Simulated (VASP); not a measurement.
# Ag (Fm-3m) in VASP: single point with PBE

Aim: the single point of Ag with PBE.

Everything below comes from runs of VASP 6.6.1. Logs are shortened: lines on timing, memory, paths and dates and some standing lists are left out, and cuts for length are marked.

## 1. The cell of the first run

Symmetry: Fm-3m, No. 225, cubic system. Conventional cell: a = 4.086 Å, b = 4.086 Å, c = 4.086 Å, α = 90.00°, β = 90.00°, γ = 90.00°. Ag (site symmetry m-3m) has 12 Ag at 2.89 Å within 3.8 Å.

## 2. Single point, PBE

INCAR

```
ALGO     = Normal         # electronic algorithm
EDIFF    = 1E-6           # SCF threshold, eV
ENCUT    = 500            # plane-wave cutoff, eV
GGA      = PE             # functional
GGA_COMPAT= F            
ISIF     = 2              # what is computed and relaxed
ISMEAR   = 0              # smearing method
LASPH    = T              # aspherical terms in the spheres
LCHARG   = F              # write CHGCAR
LREAL    = F              # projectors in reciprocal space
LWAVE    = F              # write WAVECAR
NBANDS   = 12             # bands
NELM     = 120            # most SCF steps
PREC     = Accurate       # precision mode
SIGMA    = 0.1            # smearing width, eV
```

KPOINTS

```
k-points
0
Gamma
  8 8 8
```

POSCAR

```
Ag
1.0
    0.0000000000      2.0431000000      2.0431000000
    2.0431000000      0.0000000000      2.0431000000
    2.0431000000      2.0431000000      0.0000000000
Ag
1
Direct
    0.0000000000      0.0000000000      0.0000000000
```

Potentials or basis: VASP PAW PBE potentials, release 64 (Ag).

The run is started by

```sh
> cat potpaw_PBE.64/Ag/POTCAR > POTCAR
> mpirun -np 1 vasp_std > vasp.out
```

OUTCAR:

```text
EDIFF = 1E-6
   ENCUT = 500
   GGA = PE
   ISIF = 2
   ISMEAR = 0
   LASPH = T
   LREAL = F
   NELM = 120
   PREC = Accurate

 ion  position               nearest neighbor table
   1  0.000  0.000  0.000-

  LATTYP: Found a face centered cubic cell.
 ALAT       =     4.0862000000

  Lattice vectors:

 A1 = (   0.0000000000,   2.0431000000,   2.0431000000)
 A2 = (   2.0431000000,   0.0000000000,   2.0431000000)
 A3 = (   2.0431000000,   2.0431000000,   0.0000000000)

Analysis of symmetry for initial positions (statically):
=====================================================================
 Subroutine PRICEL returns:
 Original cell was already a primitive cell.

 Routine SETGRP: Setting up the symmetry group for a
 face centered cubic supercell.

 Subroutine GETGRP returns: Found 48 space group operations
 (whereof 48 operations were pure point group operations)
 out of a pool of 48 trial point group operations.

The static configuration has the point symmetry O_h .

Analysis of symmetry for dynamics (positions and initial velocities):
=====================================================================
 Subroutine PRICEL returns:
 Original cell was already a primitive cell.

 Routine SETGRP: Setting up the symmetry group for a
 face centered cubic supercell.

 Subroutine GETGRP returns: Found 48 space group operations
 (whereof 48 operations were pure point group operations)
 out of a pool of 48 trial point group operations.

The dynamic configuration has the point symmetry O_h .

 Subroutine INISYM returns: Found 48 space group operations
 (whereof 48 operations are pure point group operations),
 and found     1 'primitive' translations

----------------------------------------------------------------------------------------

                                     Primitive cell

  volume of cell :      17.0569

  direct lattice vectors                    reciprocal lattice vectors
     0.000000000  2.043100000  2.043100000    -0.244726151  0.244726151  0.244726151
     2.043100000  0.000000000  2.043100000     0.244726151 -0.244726151  0.244726151
     2.043100000  2.043100000  0.000000000     0.244726151  0.244726151 -0.244726151

  length of vectors
     2.889379729  2.889379729  2.889379729     0.423878128  0.423878128  0.423878128

  position of ions in fractional coordinates (direct lattice)
     0.000000000  0.000000000  0.000000000

  ion indices of the primitive-cell ions
   primitive index   ion index
                 1           1

----------------------------------------------------------------------------------------

 KPOINTS: k-points

Automatic generation of k-mesh.
 Grid dimensions read from file:
 generate k-points for:    8    8    8

 Generating k-lattice:

  Cartesian coordinates                     Fractional coordinates (reciprocal lattice)
    -0.030590769  0.030590769  0.030590769     0.125000000  0.000000000  0.000000000
     0.030590769 -0.030590769  0.030590769     0.000000000  0.125000000  0.000000000
     0.030590769  0.030590769 -0.030590769     0.000000000  0.000000000  0.125000000

  Length of vectors
     0.052984766  0.052984766  0.052984766

  Shift w.r.t. Gamma in fractional coordinates (k-lattice)
     0.000000000  0.000000000  0.000000000

 Subroutine IBZKPT returns following result:
 ===========================================

 Found     29 irreducible k-points:

 Following reciprocal coordinates:
            Coordinates               Weight
  0.000000  0.000000  0.000000      1.000000
  0.125000  0.000000  0.000000      8.000000
  0.250000  0.000000  0.000000      8.000000
  0.375000  0.000000  0.000000      8.000000
  0.500000  0.000000  0.000000      4.000000
  0.125000  0.125000  0.000000      6.000000
[... 16 lines left out ...]
  0.500000  0.250000  0.125000     48.000000
 -0.375000  0.250000  0.125000     24.000000
 [... further k-points ...]
   k-points           NKPTS =     29   k-points in BZ     NKDIM =     29   number of bands    NBANDS=     12
   number of dos      NEDOS =    301   number of ions     NIONS =      1
   total plane-waves  NPLWV =  13824
   dimension x,y,z NGX =    24 NGY =   24 NGZ =   24
   dimension x,y,z NGXF=    48 NGYF=   48 NGZF=   48
   ions per type =               1
   NGX,Y,Z   is equivalent  to a cutoff of  13.81, 13.81, 13.81 a.u.
   NGXF,Y,Z  is equivalent  to a cutoff of  27.62, 27.62, 27.62 a.u.
 SYSTEM =  unknown system
   PREC   = accura    normal or accurate (medium, high low for compatibility)
   ISTART =      0    job   : 0-new  1-cont  2-samecut
   ICHARG =      2    charge: 1-file 2-atom 10-const
   ISPIN  =      1    spin polarized calculation?
   LNONCOLLINEAR =      F non collinear calculations
   LSORBIT =      F    spin-orbit coupling
   LASPH  =      T    aspherical Exc in radial PAW
   ENCUT  =  500.0 eV  36.75 Ry    6.06 a.u.   5.27  5.27  5.27*2*pi/ulx,y,z
   NELM   =    120;   NELMIN=  2; NELMDL= -5     # of ELM steps
   EDIFF  = 0.1E-05   stopping-criterion for ELM
   LREAL  =      F    real-space projection
   EDIFFG = 0.1E-04   stopping-criterion for IOM
   NSW    =      0    number of steps for IOM
   IBRION =     -1    ionic relax: 0-MD 1-quasi-New 2-CG
   NFREE  =      0    steps in history (QN), initial steepest desc. (CG)
   ISIF   =      2    stress and relaxation
   ISYM   =      2    0-nonsym 1-usesym 2-fastsym
   POTIM  = 0.5000    time-step for ionic-motion
   TEBEG  =    0.0;   TEEND  =   0.0 temperature during run
   PSTRESS=    0.0 pullay stress
   NELECT =      11.0000    total number of electrons
   NUPDOWN=      -1.0000    fix difference up-down
   EMIN   =  10.00;   EMAX   =-10.00  energy-range for DOS
   EFERMI =   0.00;   METHOD = LEGACY
   ISMEAR =     0;   SIGMA  =   0.10  broadening in eV -4-tet -1-fermi 0-gaus
   EFERMI_NEDOS =   21; number of points for ismear=-14 and -15
   IALGO  =     38    algorithm
   IMIX   =      4    mixing-type and parameters
     AMIX     =   0.40;   BMIX     =  1.00
     AMIX_MAG =   1.60;   BMIX_MAG =  1.00
  volume/ion in A,a.u.               =      17.06       115.11
  Fermi-wavevector in a.u.,A,eV,Ry     =   1.414402  2.672832 27.218893  2.000532
  Thomas-Fermi vector in A             =   2.535948
   LORBIT       =      0    0 simple, 1 ext, 2 COOP (PROOUT), +10 PAW based schemes
   GGA     = PE    functional components
   LHFCALC =     F    Hartree Fock is set to
   AEXX    =    0.0000 exact exchange contribution
   IVDW    =     0    specifies the selected vdW correction
   LEPSILON=     F    determine dielectric tensor
   LRPA    =     F    only Hartree local field effects (RPA)
 non-spin polarized calculation
 Gauss-broadening in eV      SIGMA  =   0.10
  energy-cutoff  :      500.00
  volume of cell :       17.06
 maximum number of plane-waves:       445
 NGX is ok and might be reduce to    24
   NGX = 11   NGY = 11   NGZ = 11

 number of electron      10.9999999 magnetization

 Free energy of the ion-electron system (eV)
  ---------------------------------------------------
  ext. energy  EPLUGINS =         0.00000000
  ---------------------------------------------------
  free energy    TOTEN  =        -2.67835863 eV

  energy without entropy =       -2.67532039  energy(sigma->0) =       -2.67683951

 E-fermi :   8.2330     XC(G=0): -12.2063

 val. band max:        8.1583516163   @ k =   0.5000   0.2500   0.1250
 cond. band min:       8.6501055691   @ k =   0.5000   0.3750   0.1250
 fundamental gap:      0.4917539528
 Fermi energy:         8.2329639805

 k-point     1 :       0.0000    0.0000    0.0000
  band No.  band energies     occupation
      1       0.6606      2.00000
      2       3.6270      2.00000
      3       3.6270      2.00000
      4       3.6270      2.00000
      5       4.6611      2.00000
      6       4.6611      2.00000
      7      24.4498      0.00000
      8      28.0255      0.00000
      9      28.0255      0.00000
     10      28.0255      0.00000
     11      32.8288      0.00000
     12      33.9724      0.00000

 k-point     2 :       0.1250    0.0000    0.0000
  band No.  band energies     occupation
      1       1.1315      2.00000
      2       3.5391      2.00000
      3       3.7449      2.00000
      4       3.7449      2.00000
      5       4.6267      2.00000
      6       4.6267      2.00000
      7      23.9754      0.00000
      8      25.5700      0.00000
      9      28.1912      0.00000
     10      28.1912      0.00000
     11      31.8830      0.00000
     12      33.3019      0.00000

 k-point     3 :       0.2500    0.0000    0.0000
  band No.  band energies     occupation
      1       2.0395      2.00000
      2       3.8271      2.00000
      3       3.8271      2.00000
      4       3.8682      2.00000
      5       4.7852      2.00000
      6       4.7852      2.00000
      7      19.5673      0.00000
      8      25.0377      0.00000
      9      28.0735      0.00000
     10      28.0735      0.00000
     11      31.3237      0.00000
     12      31.7298      0.00000
[... 286 lines left out ...]
 k-point    23 :       0.5000    0.2500    0.1250
  band No.  band energies     occupation
      1       2.7527      2.00000
      2       3.3208      2.00000
      3       3.6612      2.00000
      4       4.4052      2.00000
      5       5.1682      2.00000
      6       8.1584      1.70866
      7      15.7929      0.00000
      8      20.2054      0.00000
      9      22.5232      0.00000
     10      27.5202      0.00000
     11      30.9982      0.00000
     12      34.4507      0.00000

 k-point    24 :      -0.3750    0.2500    0.1250
  band No.  band energies     occupation
      1       2.6966      2.00000
      2       3.1762      2.00000
      3       4.0602      2.00000
      4       4.2280      2.00000
      5       5.3807      2.00000
      6      10.7168      0.00000
      7      12.3775      0.00000
      8      20.8433      0.00000
      9      21.0045      0.00000
     10      26.9196      0.00000
     11      31.6784      0.00000
     12      35.7276      0.00000

 [... further k-points ...]

------------------------ aborting loop because EDIFF is reached ----------------------------------------

  FORCE on cell =-STRESS in cart. coord.  units (eV):
  Direction    XX          YY          ZZ          XY          YZ          ZX
  --------------------------------------------------------------------------------------
  -------------------------------------------------------------------------------------
  Total        0.5434250      0.5434250      0.5434250      0.0000000      0.0000000     -0.0000000
  in kB       51.0447823     51.0447823     51.0447823      0.0000000      0.0000000     -0.0000000
  external PRESSURE =      51.0447823 kB  Pullay stress =       0.0000000 kB

 VOLUME and BASIS-vectors are now :
 -----------------------------------------------------------------------------
  energy-cutoff  :      500.00
  volume of cell :       17.06
      direct lattice vectors                 reciprocal lattice vectors
     0.000000000  2.043100000  2.043100000    -0.244726151  0.244726151  0.244726151
     2.043100000  0.000000000  2.043100000     0.244726151 -0.244726151  0.244726151
     2.043100000  2.043100000  0.000000000     0.244726151  0.244726151 -0.244726151

 POSITION                                       TOTAL-FORCE (eV/Angst)
 -----------------------------------------------------------------------------------
      0.00000      0.00000      0.00000        -0.000000      0.000000     -0.000000
 -----------------------------------------------------------------------------------
    total drift:                                0.000000      0.000000     -0.000000

  FREE ENERGIE OF THE ION-ELECTRON SYSTEM (eV)
  ---------------------------------------------------
  free  energy   TOTEN  =        -2.6783586324 eV

  energy  without entropy=       -2.6753203946  energy(sigma->0) =       -2.67683951
```

Wall time 7.7 s (1 thread of Intel Xeon 8259CL, shared host); peak memory 0.14 GiB.

Results:

- Free energy: -2.6784 eV
- Pressure: 5.1 GPa

Levels at points of the mesh, in eV from the Fermi level:
```
           k point  band 3  band 4  band 5  band 6  band 7  band 8  band 9  band 10
(0.00, 0.00, 0.00)   -4.61   -4.61   -3.57   -3.57   16.22   19.79   19.79    19.79
(0.50, 0.00, 0.00)   -4.63   -2.78   -2.78   -0.21    3.80   15.45   18.06    18.06
(0.50, 0.50, 0.00)   -2.81   -2.57   -2.57    1.80    6.93   10.86   10.86    17.37
```
